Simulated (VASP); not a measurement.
Runs of VASP 6.6.1 on TePb. The structure is that of space group Fm-3m (No. 225), or close to it. The cells are those of the table. 

```csv
task,cell,k mesh,smearing,gap on the mesh (eV),pressure (GPa),relaxed volume (Å³/atom)
single point,"a = 4.512 Å, angles 60.0°, 2 atoms",10 × 10 × 10,gaussian 0.02 eV,0.55,0.1,-
relaxation of cell and atoms,"relaxed from a = 4.554 Å, angles 60.0°, 2 atoms",8 × 8 × 8,gaussian 0.02 eV,0.56,0.0,32.53
single point,"a = 4.512 Å, angles 60.0°, 2 atoms",8 × 8 × 8,gaussian 0.02 eV,0.55,0.1,-
single point,"a = 4.554 Å, angles 60.0°, 2 atoms",6 × 6 × 6,gaussian 0.1 eV,0.61,-1.2,-
relaxation of cell and atoms,"relaxed from a = 4.512 Å, angles 60.0°, 2 atoms",10 × 10 × 10,gaussian 0.02 eV,0.56,0.0,(a)
```

Alike in all rows: level LDA; potentials or basis VASP PAW LDA potentials, release 64 (Pb_d, Te); no spin polarisation; cutoff (eV) 500.

Problem. Fill in the values left out.

Solution. (a) 32.51.

Caveats: spin-orbit coupling is left out, which moves the levels of the heavy elements.

A k mesh can miss the band edges, and the runs leave out spin-orbit coupling on Pb, Te.
